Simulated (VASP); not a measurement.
A run of VASP 6.6.1:

Contents of INCAR:

```
SYSTEM = ZnSe
ALGO = Normal ; EDIFF = 1E-6
ENCUT = 520 ; ISIF = 2
ISMEAR = -1 ; LASPH = .TRUE.
LCHARG = .FALSE. ; LREAL = .FALSE.
LWAVE = .FALSE. ; NBANDS = 16
NELM = 100 ; PREC = Accurate
SIGMA = 0.03
```

KPOINTS

```
k-points
0
G
  8 8 8
  0 0 0
```

File POSCAR:

```
ZnSe
1.0
    0.0000000000      2.8904760000      2.8338000000
    2.8904760000      0.0000000000      2.8338000000
    2.8904760000      2.8904760000      0.0000000000
Zn Se
1 1
Direct
    0.0000000000      0.0000000000      0.0000000000
    0.7500000000      0.7500000000      0.7500000000
```

Potentials or basis: VASP PAW LDA potentials, release 64 (Zn, Se).

Command:

```bash
$ cat potpaw_LDA.64/Zn/POTCAR potpaw_LDA.64/Se/POTCAR > POTCAR
$ mpirun -np 1 vasp_std > vasp.out
```

Hardware: 1 thread of Intel Xeon 6975P-C, on a shared host.

**Question.** Estimate the wall time of this run.

**Answer.** It took 80 s on 1 thread of Intel Xeon 6975P-C, with other jobs on the host, peak memory 0.18 GiB. Counts: scf iterations 12, k points 59.
